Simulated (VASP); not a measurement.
# CuSi16 (a cell with a defect) in VASP: further runs, part 2 of 2

VASP 6.6.1. Earlier steps stand in the parts before.

### Step 4. Single point, PBE

INCAR

```
SYSTEM = CuSi16
PREC = Accurate
ENCUT = 520
EDIFF = 1E-6
ISMEAR = 0
SIGMA = 0.05
LREAL = Auto
LASPH = .True.
NELM = 60
ALGO = Normal
ISIF = 2
LWAVE = .False.
LCHARG = .True.
GGA = PE
LELF = .True.
LVHAR = .True.
NBANDS = 52
NELECT = 74.0
```

KPOINTS

```
regular mesh
0
Gamma
  2 2 2
  0 0 0
```

POSCAR

```
CuSi16
1.0
    0.0000000000      5.4300000000      5.4300000000
    5.4300000000      0.0000000000      5.4300000000
    5.4300000000      5.4300000000      0.0000000000
Si Cu
16 1
Direct
   -0.0082719153      0.0007988029      0.0067174033
    0.1279630755      0.1324807551      0.1111420810
    0.0054938306      0.0022599448      0.4857093002
    0.1192972376      0.1308900552      0.6189014733
    0.0058464088      0.5044093923     -0.0145913444
    0.1280339779      0.6284562615      0.1111059853
    0.0055240331      0.5065113260      0.4856763352
    0.1293814917      0.6293389503      0.6119081952
    0.5003282689     -0.0004159300      0.0077247698
    0.6120236648      0.1127639963      0.1624054328
    0.4877733886     -0.0108693370      0.5338860958
    0.6296110497      0.1300911602      0.6193259669
    0.5004105893      0.4923194291      0.0076395028
    0.6339366483      0.6274720074      0.1110845304
    0.5024772560      0.5059323204      0.4855905157
    0.6296574586      0.6208773481      0.6192933702
    0.7343930939      0.2372623389      0.7908604972
```

Run with:

```console
$ cat potpaw_PBE.64/Si/POTCAR potpaw_PBE.64/Cu/POTCAR > POTCAR
$ mpirun -np 1 vasp_std > vasp.out
```

It took 2.9 min on 1 thread of Intel Xeon 6975P-C (Granite Rapids), shared host; peak memory 0.49 GiB.

Results (log left out):

| Quantity | Value |
| --- | --- |
| Free energy | -94.2205 eV |
| Largest force | 0.035 eV/Å |

Forces on the atoms (eV/Å):
```
Si   0.000 -0.003  0.000
Si   0.004  0.009  0.001
Si  -0.005 -0.012 -0.004
Si  -0.001  0.020  0.001
Si   0.000 -0.005  0.000
Si  -0.002  0.008 -0.005
Si   0.004 -0.011  0.004
Si  -0.003  0.009  0.003
Si  -0.006 -0.033  0.009
Si   0.004  0.029 -0.003
Si   0.001 -0.014 -0.002
Si  -0.009  0.013 -0.007
Si  -0.008 -0.032  0.005
Si   0.005  0.010 -0.005
Si   0.006 -0.009 -0.007
Si   0.008  0.014  0.009
Cu   0.000  0.008  0.001
```

Levels at points of the mesh, in eV from the Fermi level:
| k point | band 34 | band 35 | band 36 | band 37 | band 38 | band 39 | band 40 | band 41 |
| --- | --- | --- | --- | --- | --- | --- | --- | --- |
| (0.00, 0.00, 0.00) | -0.88 | -0.64 | -0.19 | -0.18 | 0.18 | 0.61 | 0.61 | 0.64 |
| (0.50, 0.00, 0.00) | -0.89 | -0.84 | -0.76 | -0.66 | 0.59 | 1.09 | 1.29 | 1.33 |
| (0.00, 0.50, 0.00) | -0.89 | -0.84 | -0.75 | -0.67 | 0.59 | 1.09 | 1.29 | 1.34 |
| (0.00, 0.00, 0.50) | -0.91 | -0.91 | -0.72 | -0.71 | 0.43 | 1.26 | 1.34 | 1.34 |
| (0.50, 0.50, 0.50) | -0.89 | -0.83 | -0.75 | -0.67 | 0.59 | 1.10 | 1.29 | 1.34 |
| (0.50, 0.50, 0.00) | -1.51 | -1.43 | -1.40 | -0.95 | 0.68 | 1.07 | 2.03 | 2.08 |
| (0.00, 0.50, 0.50) | -1.51 | -1.43 | -1.40 | -0.95 | 0.68 | 1.07 | 2.03 | 2.08 |
| (0.50, 0.00, 0.50) | -1.51 | -1.43 | -1.40 | -0.95 | 0.68 | 1.07 | 2.03 | 2.07 |

Caveat: the k points lie up to 0.50 Å⁻¹ apart; the cell carries a net charge on a neutralising background, which shifts energy and pressure; the cell is charged against a uniform background, so pressure and absolute levels hang on convention.

### Step 5. Single point, PBE

INCAR

```
SYSTEM = CuSi16
PREC     = Accurate       ! precision mode
ENCUT    = 520            ! plane-wave cutoff, eV
EDIFF    = 1E-6           ! SCF threshold, eV
ISMEAR   = 0              ! smearing method
SIGMA    = 0.05           ! smearing width, eV
LREAL    = Auto         
LASPH    = .True.         ! aspherical terms in the spheres
NELM     = 60             ! most SCF steps
ALGO     = Normal         ! electronic algorithm
ISIF     = 2              ! what is computed and relaxed
LWAVE    = .False.        ! write WAVECAR
LCHARG   = .False.        ! write CHGCAR
GGA      = PE             ! functional
NBANDS   = 52             ! bands
NELECT   = 74.0
```

KPOINTS is that of step 4.

POSCAR

```
CuSi16
1.0
    0.0000000000      5.4300000000      5.4300000000
    5.4300000000      0.0000000000      5.4300000000
    5.4300000000      5.4300000000      0.0000000000
Si Cu
16 1
Direct
    0.0071753223      0.0000016575     -0.0088079190
    0.1132834254      0.1344697974      0.1229116022
    0.0070412523      0.0036147330      0.4955003683
    0.1596914365      0.1148717311      0.6101895948
   -0.0113876611      0.5063390424     -0.0037808471
    0.1131845304      0.6277659300      0.1220012891
    0.0070661142      0.4943000000      0.4944534070
    0.1131982505      0.6309862799      0.6241813076
    0.4878674954      0.0036050645      0.0033313996
    0.6187030387      0.1278831492      0.1242175875
    0.5309116022     -0.0100246777      0.4924744015
    0.6209420810      0.1340420810      0.6270923573
    0.4878093002      0.5044840700      0.0019542357
    0.6150327808      0.6306405157      0.1216222836
    0.4877643646      0.5092030387      0.4944945672
    0.6198867403      0.6216232044      0.6251062615
    0.7879440147      0.2377699816      0.7437930018
```

Run with:

```console
$ cat potpaw_PBE.64/Si/POTCAR potpaw_PBE.64/Cu/POTCAR > POTCAR
$ mpirun -np 1 vasp_std > vasp.out
```

It took 2.5 min on 1 thread of Intel Xeon 6975P-C (Granite Rapids), shared host; peak memory 0.49 GiB.

Results (log left out):

- Free energy: -94.2188 eV
- Largest force: 0.018 eV/Å

Forces on the atoms (eV/Å):
```
Si  -0.003  0.003  0.004
Si   0.000  0.003 -0.007
Si   0.001  0.001 -0.003
Si  -0.007  0.015  0.008
Si   0.007  0.002 -0.006
Si   0.005  0.003 -0.001
Si   0.005  0.000 -0.001
Si   0.006  0.004 -0.006
Si  -0.002 -0.004 -0.007
Si   0.000  0.002  0.000
Si  -0.009 -0.011  0.012
Si  -0.010 -0.004 -0.004
Si   0.007 -0.003  0.001
Si   0.004  0.001 -0.004
Si   0.005 -0.001 -0.005
Si   0.003 -0.004  0.009
Cu  -0.012 -0.005  0.010
```

Levels at points of the mesh, in eV from the Fermi level:
| k point | band 34 | band 35 | band 36 | band 37 | band 38 | band 39 | band 40 | band 41 |
| --- | --- | --- | --- | --- | --- | --- | --- | --- |
| (0.00, 0.00, 0.00) | -0.85 | -0.63 | -0.19 | -0.15 | 0.15 | 0.61 | 0.62 | 0.64 |
| (0.50, 0.00, 0.00) | -0.91 | -0.90 | -0.72 | -0.71 | 0.45 | 1.25 | 1.36 | 1.37 |
| (0.00, 0.50, 0.00) | -0.89 | -0.83 | -0.75 | -0.64 | 0.58 | 1.10 | 1.31 | 1.34 |
| (0.00, 0.00, 0.50) | -0.89 | -0.83 | -0.75 | -0.69 | 0.58 | 1.13 | 1.31 | 1.35 |
| (0.50, 0.50, 0.50) | -0.88 | -0.84 | -0.74 | -0.62 | 0.58 | 1.09 | 1.31 | 1.35 |
| (0.50, 0.50, 0.00) | -1.51 | -1.43 | -1.40 | -0.94 | 0.68 | 1.08 | 2.04 | 2.08 |
| (0.00, 0.50, 0.50) | -1.50 | -1.44 | -1.40 | -0.95 | 0.68 | 1.07 | 2.04 | 2.08 |
| (0.50, 0.00, 0.50) | -1.52 | -1.41 | -1.41 | -0.93 | 0.67 | 1.08 | 2.04 | 2.10 |

Caveat: the k points lie up to 0.50 Å⁻¹ apart; the cell carries a net charge on a neutralising background, which shifts energy and pressure; the cell is charged against a uniform background, so pressure and absolute levels hang on convention.

### Step 6. Single point, PBE

INCAR

```
ALGO = Normal ; EDIFF = 1E-7
ENCUT = 520 ; GGA = PE
ISIF = 2 ; ISMEAR = 0
LASPH = True ; LCHARG = False
LREAL = Auto ; LWAVE = False
NBANDS = 52 ; NELECT = 74.0
NELM = 60 ; PREC = Accurate
SIGMA = 0.05
```

KPOINTS

```
k-points
0
Gamma
  2 2 2
```

POSCAR

```
CuSi16
1.0
    0.0000000000      5.4300000000      5.4300000000
    5.4300000000      0.0000000000      5.4300000000
    5.4300000000      5.4300000000      0.0000000000
Si Cu
16 1
Direct
    0.0111842541     -0.0009746777     -0.0092282689
    0.1206286372      0.1225144567      0.1303415285
    0.0059401473     -0.0085171271      0.5024556169
    0.1505553407      0.1165566298      0.6163021179
   -0.0076286372      0.4950448435      0.0175216390
    0.1206314917      0.6265143646      0.1303047882
    0.0059025783      0.5001900552      0.5024003683
    0.1134599448      0.6200496317      0.6463870166
    0.4948517495     -0.0026279926     -0.0042679558
    0.6339278085      0.1381092081      0.0898585635
    0.5217949355      0.0084558932      0.4614726519
    0.6165408840      0.1213302026      0.6217125230
    0.4948484346      0.5120771639     -0.0042988950
    0.6184194291      0.6247566298      0.1320546041
    0.4875732965      0.5039500921      0.5046270718
    0.6164644567      0.6405769797      0.6216675875
    0.7832536832      0.2745658379      0.6677789134
```

Potentials or basis: VASP PAW PBE potentials, release 64 (Si, Cu).

Run with:

```console
$ cat potpaw_PBE.64/Si/POTCAR potpaw_PBE.64/Cu/POTCAR > POTCAR
$ mpirun -np 1 vasp_std > vasp.out
```

OUTCAR:

```text
EDIFF = 1E-7
   ENCUT = 520
   GGA = PE
   ISIF = 2
   ISMEAR = 0
   LASPH = True
   LREAL = Auto
   NELECT = 74.0
   NELM = 60
   PREC = Accurate

 ion  position               nearest neighbor table
   1  0.011  0.999  0.991-   2 2.34   6 2.34   4 2.35  10 2.37
   2  0.121  0.123  0.130-   3 2.33   5 2.34   1 2.34   9 2.35
   3  0.006  0.991  0.502-   8 2.33   2 2.33   4 2.41  12 2.44  17 2.48
[... 641 lines left out ...]
  -------------------------------------------------------------------------------------
  Total       -1.3763844     -1.9580055     -1.3657334      0.0794909     -0.0697891      0.7403166
  in kB       -6.8868535     -9.7970428     -6.8335603      0.3977391     -0.3491956      3.7042355
  external PRESSURE =      -7.8391522 kB  Pullay stress =       0.0000000 kB

 VOLUME and BASIS-vectors are now :
 -----------------------------------------------------------------------------
  energy-cutoff  :      520.00
  volume of cell :      320.21
      direct lattice vectors                 reciprocal lattice vectors
     0.000000000  5.430000000  5.430000000    -0.092081031  0.092081031  0.092081031
     5.430000000  0.000000000  5.430000000     0.092081031 -0.092081031  0.092081031
     5.430000000  5.430000000  0.000000000     0.092081031  0.092081031 -0.092081031

 POSITION                                       TOTAL-FORCE (eV/Angst)
 -----------------------------------------------------------------------------------
     10.80460      5.44062      5.48544         0.000713      0.003220     -0.000801
      1.37301      1.36277      1.32027        -0.000042      0.000313     -0.000501
      8.11209      2.76059      5.41601        -0.007221      0.000157     -0.005333
      3.97942      4.16404      1.45042        -0.002601      0.002475      0.004833
      2.78324      5.48372      8.07667        -0.001322     -0.001248      0.000916
      4.10953      1.36258      4.05700         0.000764      0.000193      0.000360
[... 9 lines left out ...]
      6.85399      6.72306      6.82573         0.000468     -0.004403      0.004852
      5.11693      7.87911      5.74396         0.000924      0.004272     -0.001747
 -----------------------------------------------------------------------------------
    total drift:                                0.000140     -0.000030     -0.000110

  FREE ENERGIE OF THE ION-ELECTRON SYSTEM (eV)
  ---------------------------------------------------
  free  energy   TOTEN  =       -94.2232082310 eV

  energy  without entropy=      -94.2222844623  energy(sigma->0) =      -94.22274635
```

OSZICAR:

```text
N       E                     dE             d eps       ncg     rms          rms(c)
DAV:   1     0.332654896870E+03    0.33265E+03   -0.27573E+04   832   0.123E+03
DAV:   2    -0.539461004347E+02   -0.38660E+03   -0.36153E+03   848   0.243E+02
DAV:   3    -0.957696001256E+02   -0.41823E+02   -0.39380E+02  1104   0.806E+01
[... 15 lines left out ...]
DAV:  19    -0.942232084354E+02    0.17408E-06   -0.14506E-05  1312   0.514E-02    0.302E-03
DAV:  20    -0.942232085648E+02   -0.12939E-06   -0.11624E-06  1240   0.277E-02    0.287E-03
DAV:  21    -0.942232084478E+02    0.11696E-06   -0.50998E-07  1128   0.641E-03    0.251E-03
DAV:  22    -0.942232082868E+02    0.16106E-06   -0.64657E-08   584   0.723E-03    0.942E-04
DAV:  23    -0.942232082310E+02    0.55777E-07   -0.95135E-08   552   0.115E-03
   1 F= -.94223208E+02 E0= -.94222746E+02  d E =-.923769E-03
```

Run time: 3.1 min. Hardware: 1 thread of Intel Xeon 6975P-C (Granite Rapids), shared host; peak memory 0.5 GiB.

What came out:

| Item | Value |
| --- | --- |
| Free energy | -94.2232 eV |
| Largest force | 0.009 eV/Å |

Forces on the atoms (eV/Å):
```
Si   0.001  0.003 -0.001
Si   0.000  0.000 -0.001
Si  -0.007  0.000 -0.005
Si  -0.003  0.002  0.005
Si  -0.001 -0.001  0.001
Si   0.001  0.000  0.000
Si   0.005  0.001  0.006
Si  -0.001 -0.002  0.002
Si   0.001  0.000  0.002
Si   0.004  0.003 -0.003
Si   0.005 -0.001 -0.006
Si  -0.004 -0.006  0.000
Si  -0.003  0.000 -0.001
Si   0.000  0.001  0.000
Si   0.002 -0.002 -0.003
Si   0.000 -0.004  0.005
Cu   0.001  0.004 -0.002
```

Levels at points of the mesh, in eV from the Fermi level:
| k point | band 34 | band 35 | band 36 | band 37 | band 38 | band 39 | band 40 | band 41 |
| --- | --- | --- | --- | --- | --- | --- | --- | --- |
| (0.00, 0.00, 0.00) | -1.00 | -0.63 | -0.19 | -0.07 | 0.07 | 0.41 | 0.59 | 0.62 |
| (0.50, 0.00, 0.00) | -0.94 | -0.88 | -0.87 | -0.79 | 0.50 | 1.16 | 1.25 | 1.32 |
| (0.00, 0.50, 0.00) | -0.94 | -0.89 | -0.84 | -0.74 | 0.55 | 1.13 | 1.26 | 1.32 |
| (0.00, 0.00, 0.50) | -0.91 | -0.89 | -0.65 | -0.52 | 0.52 | 1.01 | 1.34 | 1.37 |
| (0.50, 0.50, 0.50) | -0.94 | -0.89 | -0.84 | -0.74 | 0.55 | 1.13 | 1.26 | 1.32 |
| (0.50, 0.50, 0.00) | -1.54 | -1.46 | -1.43 | -1.07 | 0.66 | 1.00 | 1.95 | 2.06 |
| (0.00, 0.50, 0.50) | -1.54 | -1.46 | -1.43 | -1.07 | 0.66 | 1.00 | 1.95 | 2.06 |
| (0.50, 0.00, 0.50) | -1.51 | -1.49 | -1.41 | -1.11 | 0.67 | 0.99 | 1.96 | 2.05 |

Caveat: the k points lie up to 0.50 Å⁻¹ apart; the cell carries a net charge on a neutralising background, which shifts energy and pressure; the cell is charged against a uniform background, so pressure and absolute levels hang on convention.
